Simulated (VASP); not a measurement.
Wanted: the native input for a VASP 6.6.1 run.

- Task: single point
- Functional: PBE
- Potentials or basis: VASP PAW PBE potentials, release 64 (In_d, As)
- Cutoff: 520 eV
- k mesh: 5 × 5 × 5
- Occupations: fermi-dirac, width 0.05 eV
- Spin: no spin polarisation
- Dipole correction: no
- Further INCAR settings: ALGO = Fast; EDIFF = 1e-06; NBANDS = 30

The structure of In3As lies in POSCAR:

```
In3As
1.0
    4.7651146200      0.0000000000      0.0000000000
    0.0000000000      4.7651146200      0.0000000000
    0.0000000000      0.0000000000      4.6716810000
In As
3 1
Direct
    0.5000000000      0.5000000000      0.0000000000
    0.5000000000      0.0000000000      0.5000000000
    0.0000000000      0.5000000000      0.5000000000
    0.0000000000      0.0000000000      0.0000000000
```

These files were run (other wordings do the same):

INCAR

```
SYSTEM = In3As
ALGO = Fast
EDIFF = 1E-6
ENCUT = 520
GGA = PE
ISIF = 2
ISMEAR = -1
LASPH = .True.
LCHARG = .False.
LREAL = .False.
LWAVE = .False.
NBANDS = 30
NELM = 100
PREC = Accurate
SIGMA = 0.05
```

KPOINTS

```
k-points
0
Gamma
  5 5 5
  0 0 0
```

Potentials or basis: VASP PAW PBE potentials, release 64 (In_d, As).

Run with:

```console
$ cat potpaw_PBE.64/In_d/POTCAR potpaw_PBE.64/As/POTCAR > POTCAR
$ mpirun -np 1 vasp_std > vasp.out
```

It gave:

```yaml
Pressure: -0.6 GPa
Band_gap_on_the_k_mesh: zero (bands 22 and 23 overlap by 2.17 eV)
```

Caveat: spin-orbit coupling is left out, which moves the levels of the heavy elements.

It took 97 s on 1 thread of Intel Xeon 8259CL, with other jobs on the host, peak memory 0.23 GiB.
